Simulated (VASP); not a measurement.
Ta, 2 atoms in the cell. The structure is hexagonal, space group P6_3/mmc (No. 194). Conventional cell: a = 2.900 Å, b = 2.900 Å, c = 5.166 Å, α = 90.00°, β = 90.00°, γ = 120.00°. Ta (site symmetry -6m2) has 12 Ta at 2.90 to 3.08 Å within 3.8 Å. This isn't the form of Ta at room conditions, which is bcc.

| Property | Result |
| --- | --- |
| Program | VASP 6.6.1 |
| Task | single point |
| Functional | r2SCAN |
| Potentials or basis | VASP PAW PBE potentials, release 64 (Ta_pv) |
| Cutoff | 520 eV |
| k mesh | 13 × 13 × 7 |
| Occupations | fermi-dirac, width 0.1 eV |
| Spin | no spin polarisation |
| Dipole correction | no |
| Further INCAR settings | ALGO = Normal; EDIFF = 1e-07; NBANDS = 18 |

Potentials or basis: VASP PAW PBE potentials, release 64 (Ta_pv).

Command:

```console
$ cat potpaw_PBE.64/Ta_pv/POTCAR > POTCAR
$ cp INCAR.step1 INCAR
$ mpirun -np 1 vasp_std > vasp.out
$ cp INCAR.step2 INCAR
$ mpirun -np 1 vasp_std > vasp.out
```

Hardware: 1 thread of Intel Xeon 8259CL, with other jobs on the host.

How long does it take, and how much memory?

It took 4.1 min on 1 thread of Intel Xeon 8259CL, with other jobs on the host, peak memory 0.2 GiB. Counts: k points 84.
